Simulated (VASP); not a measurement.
# Si2W (P6_222) in VASP: notebook, part 2 of 2

VASP 6.6.1. Earlier steps stand in the parts before.

### Step 4. Single point, PBEsol+D4

This run uses another cell than the first one, of 13.10 Å³/atom, 1.013 times its volume.

INCAR

```
  PREC = Accurate
  ENCUT = 520
  EDIFF = 1E-7
  ISMEAR = -1
  SIGMA = 0.05
  LREAL = F
  LASPH = T
  NELM = 100
  ALGO = Normal
  ISIF = 2
  LWAVE = F
  LCHARG = F
  GGA = PS
  IVDW = 13
  NBANDS = 43
```

KPOINTS

```
regular mesh
0
Gamma
  7 7 4
```

POSCAR

```
Si2W
1.0
    4.5516252311      0.0000000000      0.0000000000
   -2.2758126156      3.9418230786      0.0000000000
    0.0000000000      0.0000000000      6.5723244039
W Si
3 6
Direct
    0.5000000000      0.0000000000      0.5000000000
    0.5000000000      0.5000000000      0.8333333333
    0.0000000000      0.5000000000      0.1666666667
    0.3274065695      0.1637032848      0.1666666667
    0.8362967152      0.1637032848      0.8333333333
    0.1637032848      0.3274065695      0.5000000000
    0.6725934305      0.8362967152      0.1666666667
    0.1637032848      0.8362967152      0.8333333333
    0.8362967152      0.6725934305      0.5000000000
```

Potentials or basis: VASP PAW PBE potentials, release 64 (W_sv, Si).

Run with:

```console
$ cat potpaw_PBE.64/W_sv/POTCAR potpaw_PBE.64/Si/POTCAR > POTCAR
$ mpirun -np 1 vasp_std > vasp.out
```

OUTCAR:

```text
PREC = Accurate
   ENCUT = 520
   EDIFF = 1E-7
   ISMEAR = -1
   LREAL = F
   LASPH = T
   NELM = 100
   ISIF = 2
   GGA = PS
   IVDW = 13

 ion  position               nearest neighbor table
   1  0.500  0.000  0.500-   5 2.56   8 2.56   7 2.56   4 2.56   6 2.62   9 2.62   6 2.62   9 2.62
                             6 2.65   9 2.65   3 3.16   3 3.16   2 3.16   2 3.16
   2  0.500  0.500  0.833-   6 2.56   9 2.56   7 2.56   4 2.56   5 2.62   8 2.62   8 2.62   5 2.62
                             8 2.65   5 2.65   1 3.16   1 3.16   3 3.16   3 3.16
   3  0.000  0.500  0.167-   6 2.56   9 2.56   8 2.56   5 2.56   4 2.62   7 2.62   4 2.62   7 2.62
                             7 2.65   4 2.65   1 3.16   1 3.16   2 3.16   2 3.16
   4  0.327  0.164  0.167-   6 2.54   8 2.54   1 2.56   2 2.56   7 2.58   3 2.62   3 2.62   3 2.65
                             7 2.65   7 2.65   9 3.13   5 3.13
   5  0.836  0.164  0.833-   6 2.54   7 2.54   1 2.56   3 2.56   8 2.58   2 2.62   2 2.62   2 2.65
                             8 2.65   8 2.65   9 3.13   4 3.13
   6  0.164  0.327  0.500-   4 2.54   5 2.54   2 2.56   3 2.56   9 2.58   1 2.62   1 2.62   1 2.65
                             9 2.65   9 2.65   7 3.13   8 3.13
   7  0.673  0.836  0.167-   9 2.54   5 2.54   1 2.56   2 2.56   4 2.58   3 2.62   3 2.62   3 2.65
                             4 2.65   4 2.65   6 3.13   8 3.13
   8  0.164  0.836  0.833-   9 2.54   4 2.54   1 2.56   3 2.56   5 2.58   2 2.62   2 2.62   2 2.65
                             5 2.65   5 2.65   6 3.13   7 3.13
   9  0.836  0.673  0.500-   7 2.54   8 2.54   2 2.56   3 2.56   6 2.58   1 2.62   1 2.62   1 2.65
                             6 2.65   6 2.65   4 3.13   5 3.13

  LATTYP: Found a hexagonal cell.
 ALAT       =     4.5516252311
 C/A-ratio  =     1.4439511318

  Lattice vectors:

 A1 = (   4.5516252311,   0.0000000000,   0.0000000000)
 A2 = (  -2.2758126156,   3.9418230786,   0.0000000000)
 A3 = (   0.0000000000,   0.0000000000,   6.5723244039)

Analysis of symmetry for initial positions (statically):
=====================================================================
 Subroutine PRICEL returns:
 Original cell was already a primitive cell.
[... 165 lines left out ...]
   IVDW    =    13    specifies the selected vdW correction
   LEPSILON=     F    determine dielectric tensor
   LRPA    =     F    only Hartree local field effects (RPA)
 non-spin polarized calculation
  energy-cutoff  :      520.00
  volume of cell :      117.92
 maximum number of plane-waves:      3204
 NGX is ok and might be reduce to    36
   NGX = 17   NGY = 17   NGZ = 25

 number of electron      65.9999997 magnetization

 Free energy of the ion-electron system (eV)
  ---------------------------------------------------
  ext. energy  EPLUGINS =         0.00000000
  ---------------------------------------------------
  free energy    TOTEN  =       -79.28825937 eV

  energy without entropy =      -79.28583628  energy(sigma->0) =      -79.28704783

 E-fermi :  12.8798     XC(G=0): -12.7402

 val. band max:       12.7678499853   @ k =   0.4286   0.0000   0.5000
 cond. band min:      12.9960453074   @ k =   0.4286   0.0000   0.0000
 fundamental gap:      0.2281953221
 Fermi energy:        12.8798402179

 k-point     1 :       0.0000    0.0000    0.0000
  band No.  band energies     occupation
      1     -61.3641      2.00000
      2     -61.3495      2.00000
      3     -61.3495      2.00000
      4     -25.7787      2.00000
      5     -25.7737      2.00000
      6     -25.7737      2.00000
[... 1093 lines left out ...]
     42      16.1413      0.00000
     43      16.2379      0.00000

------------------------ aborting loop because EDIFF is reached ----------------------------------------

  DFT-D4 for vdW energy calculation

  Edisp (eV):   -3.07145

  FORCE on cell =-STRESS in cart. coord.  units (eV):
  Direction    XX          YY          ZZ          XY          YZ          ZX
  --------------------------------------------------------------------------------------
  -------------------------------------------------------------------------------------
  Total       0.25526     0.25526     0.29832    -0.00000     0.00000     0.00000
  in kB       3.46831     3.46831     4.05334    -0.00000     0.00000     0.00000
  external pressure =        3.66 kB  Pullay stress =        0.00 kB

 VOLUME and BASIS-vectors are now :
 -----------------------------------------------------------------------------
  energy-cutoff  :      520.00
  volume of cell :      117.92
      direct lattice vectors                 reciprocal lattice vectors
     4.551625231  0.000000000  0.000000000     0.219701744  0.126844861  0.000000000
    -2.275812616  3.941823079  0.000000000     0.000000000  0.253689722  0.000000000
     0.000000000  0.000000000  6.572324404     0.000000000  0.000000000  0.152153171

 POSITION                                       TOTAL-FORCE (eV/Angst)
 -----------------------------------------------------------------------------------
      2.27581      0.00000      3.28616         0.000000      0.000000     -0.000000
      1.13791      1.97091      5.47694         0.000000      0.000000      0.000000
     -1.13791      1.97091      1.09539         0.000000      0.000000      0.000000
      1.11767      0.64529      1.09539         0.000342      0.000197     -0.000000
      3.43395      0.64529      5.47694        -0.000342      0.000197     -0.000000
      0.00000      1.29058      3.28616        -0.000000      0.000395     -0.000000
      1.15814      3.29653      1.09539        -0.000342     -0.000197     -0.000000
     -1.15814      3.29653      5.47694         0.000342     -0.000197     -0.000000
      2.27581      2.65124      3.28616         0.000000     -0.000395     -0.000000
 -----------------------------------------------------------------------------------
    total drift:                                0.000000     -0.000000     -0.000000

  FREE ENERGIE OF THE ION-ELECTRON SYSTEM (eV)
  ---------------------------------------------------
  free  energy   TOTEN  =       -82.3597080233 eV

  energy  without entropy=      -82.3572849287  energy(sigma->0) =      -82.35849648
```

stdout:

```text
POSCAR found type information on POSCAR W Si
 POSCAR found :  2 types and       9 ions
 scaLAPACK will be used
 -----------------------------------------------------------------------------
|                                                                             |
|                                                                             |
|     You enforced a specific xc type in the INCAR file but a different       |
|     I HOPE YOU KNOW WHAT YOU ARE DOING!                                     |
|                                                                             |
 -----------------------------------------------------------------------------

 LDA part: xc-table for (Slater+PW92), standard interpolation
 POSCAR, INCAR and KPOINTS ok, starting setup
 FFT: planning ... GRIDC
 FFT: planning ... GRID_SOFT
 FFT: planning ... GRID
 WAVECAR not read
 entering main loop
```

Wall time 2.5 min (1 thread of AMD EPYC 7R43 (Zen 3), shared host); peak memory 0.25 GiB.

What came out:

* Free energy: -82.3597 eV
* Pressure: 0.4 GPa
* Band gap on the k mesh: 0.23 eV, indirect (least direct gap 0.74 eV)
* Dispersion energy per atom: -0.341 eV

Caveat: the PAW data sets were made with another functional, which shifts forces and pressure a little; spin-orbit coupling is left out, which moves the levels of the heavy elements.

### Step 5. Single point, PBEsol

This run uses another cell than the first one, of 13.31 Å³/atom, 1.029 times its volume.

INCAR

```
SYSTEM = Si2W
PREC = Accurate ; ENCUT = 520
EDIFF = 1E-6 ; ISMEAR = -1
SIGMA = 0.05 ; LREAL = .False.
LASPH = .True. ; NELM = 100
ALGO = Normal ; ISIF = 2
LWAVE = .False. ; LCHARG = .False.
GGA = PS ; NBANDS = 43
```

KPOINTS

```
Automatic mesh
0
Gamma
  7 7 4
  0 0 0
```

POSCAR

```
Si2W
1.0
    4.5765141663      0.0000000000      0.0000000000
   -2.2882570832      3.9633775288      0.0000000000
    0.0000000000      0.0000000000      6.6023491530
W Si
3 6
Direct
    0.5000000000      0.0000000000      0.5000000000
    0.5000000000      0.5000000000      0.8333333333
    0.0000000000      0.5000000000      0.1666666667
    0.3276093601      0.1638046801      0.1666666667
    0.8361953199      0.1638046801      0.8333333333
    0.1638046801      0.3276093601      0.5000000000
    0.6723906399      0.8361953199      0.1666666667
    0.1638046801      0.8361953199      0.8333333333
    0.8361953199      0.6723906399      0.5000000000
```

Run with:

```console
$ cat potpaw_PBE.64/W_sv/POTCAR potpaw_PBE.64/Si/POTCAR > POTCAR
$ mpirun -np 1 vasp_std > vasp.out
```

It took 2.3 min on 1 thread of AMD EPYC 7R43 (Zen 3), shared host; peak memory 0.24 GiB.

Results (log left out):

* Free energy: -79.3139 eV
* Pressure: 0.3 GPa
* Largest force: 0.005 eV/Å
* Band gap on the k mesh: 0.23 eV, indirect (least direct gap 0.72 eV)

Forces in eV/Å, atoms in the order of the input:
```
W    0.000  0.000  0.000
W    0.000  0.000  0.000
W    0.000  0.000  0.000
Si  -0.004 -0.003  0.000
Si   0.004 -0.003  0.000
Si   0.000 -0.005  0.000
Si   0.004  0.003  0.000
Si  -0.004  0.003  0.000
Si   0.000  0.005  0.000
```

Levels at points of the mesh, in eV from the valence-band top:
| k point | band 31 | band 32 | band 33 | band 34 | band 35 | band 36 |
| --- | --- | --- | --- | --- | --- | --- |
| (0.00, 0.00, 0.00) | -2.95 | -2.52 | -0.89 | 2.31 | 2.31 | 2.45 |
| (0.00, 0.00, 0.50) | -2.50 | -0.67 | -0.67 | 1.90 | 2.23 | 2.23 |

Caveat: the PAW data sets were made with another functional, which shifts forces and pressure a little; spin-orbit coupling is left out, which moves the levels of the heavy elements. A k mesh can miss the band edges.

### Step 6. Single point, PBEsol+D3(BJ)

This run uses another cell than the first one, of 13.65 Å³/atom, 1.055 times its volume.

INCAR

```
PREC     = Accurate       # precision mode
ENCUT    = 520            # plane-wave cutoff, eV
EDIFF    = 1E-7           # SCF threshold, eV
ISMEAR   = -1             # smearing method
SIGMA    = 0.05           # smearing width, eV
LREAL    = F              # projectors in reciprocal space
LASPH    = T              # aspherical terms in the spheres
NELM     = 100            # most SCF steps
ALGO     = Normal         # electronic algorithm
ISIF     = 2              # what is computed and relaxed
LWAVE    = F              # write WAVECAR
LCHARG   = T              # write CHGCAR
GGA      = PS             # functional
IVDW     = 12             # dispersion correction
LELF     = T              # ELF
LVHAR    = T            
NBANDS   = 43             # bands
```

KPOINTS

```
Automatic mesh
0
Gamma
  7 7 4
```

POSCAR

```
Si2W
1.0
    4.6168523821      0.0000000000      0.0000000000
   -2.3084261911      3.9983114484      0.0000000000
    0.0000000000      0.0000000000      6.6532220000
W Si
3 6
Direct
    0.5000000000      0.0000000000      0.5000000000
    0.5000000000      0.5000000000      0.8333333333
    0.0000000000      0.5000000000      0.1666666667
    0.3272520000      0.1636260000      0.1666666667
    0.8363740000      0.1636260000      0.8333333333
    0.1636260000      0.3272520000      0.5000000000
    0.6727480000      0.8363740000      0.1666666667
    0.1636260000      0.8363740000      0.8333333333
    0.8363740000      0.6727480000      0.5000000000
```

Potentials or basis: VASP PAW PBE potentials, release 64 (W_sv, Si).

Run with:

```console
$ cat potpaw_PBE.64/W_sv/POTCAR potpaw_PBE.64/Si/POTCAR > POTCAR
$ mpirun -np 1 vasp_std > vasp.out
```

It took 2.4 min on 1 thread of AMD EPYC 7R43 (Zen 3), shared host; peak memory 0.25 GiB.

The run converged. Its results:

| Quantity | Value |
| --- | --- |
| Free energy | -84.0910 eV |
| Pressure | -11.7 GPa |
| Largest force | 0.035 eV/Å |
| Band gap on the k mesh | 0.22 eV, indirect (least direct gap 0.68 eV) |
| Dispersion energy per atom | -0.536 eV |

Forces on the atoms (eV/Å):
```
W    0.000  0.000  0.000
W    0.000  0.000  0.000
W    0.000  0.000  0.000
Si   0.030  0.018  0.000
Si  -0.030  0.018  0.000
Si   0.000  0.035  0.000
Si  -0.030 -0.018  0.000
Si   0.030 -0.018  0.000
Si   0.000 -0.035  0.000
```

Stress tensor (GPa, compression positive):
```
-11.68   0.00   0.00
  0.00 -11.68   0.00
  0.00   0.00 -11.76
```

Levels at points of the mesh, in eV from the valence-band top:
| k point | band 30 | band 31 | band 32 | band 33 | band 34 | band 35 | band 36 | band 37 |
| --- | --- | --- | --- | --- | --- | --- | --- | --- |
| (0.00, 0.00, 0.00) | -3.27 | -2.92 | -2.48 | -0.85 | 2.28 | 2.28 | 2.36 | 2.41 |
| (0.00, 0.00, 0.50) | -2.63 | -2.50 | -0.63 | -0.63 | 1.83 | 2.10 | 2.10 | 2.33 |

Caveat: three body term missing; the PAW data sets were made with another functional, which shifts forces and pressure a little; spin-orbit coupling is left out, which moves the levels of the heavy elements.

### Step 7. Summary

| level | cell | gap on the mesh (eV) | pressure (GPa) | largest force (eV/Å) |
| --- | --- | --- | --- | --- |
| PBEsol+D3(BJ) | a = 4.530, b = 4.530, c = 6.548 Å, angles 90.0, 90.0, 120.0°, 9 atoms | 0.23 | 0.4 | 0.01 |
| PBEsol+D3(BJ) | a = 4.539, b = 4.539, c = 6.558 Å, angles 90.0, 90.0, 120.0°, 9 atoms | 0.23 | -0.9 | 0.01 |
| PBEsol+D4 | a = 4.552, b = 4.552, c = 6.572 Å, angles 90.0, 90.0, 120.0°, 9 atoms | 0.23 | 0.4 | - |
| PBEsol | a = 4.577, b = 4.577, c = 6.602 Å, angles 90.0, 90.0, 120.0°, 9 atoms | 0.23 | 0.3 | 0.01 |
| PBEsol+D3(BJ) | a = 4.617, b = 4.617, c = 6.653 Å, angles 90.0, 90.0, 120.0°, 9 atoms | 0.22 | -11.7 | 0.04 |

Alike in all rows: task single point; potentials or basis VASP PAW PBE potentials, release 64 (W_sv, Si); no spin polarisation; k mesh 7 × 7 × 4; cutoff (eV) 520; smearing fermi-dirac 0.05 eV.

Caveats: the PAW data sets were made with another functional, which shifts forces and pressure a little; spin-orbit coupling is left out, which moves the levels of the heavy elements; three body term missing (some runs).

Total energies depend on the potentials used, so only differences within one code and one set of settings carry meaning.
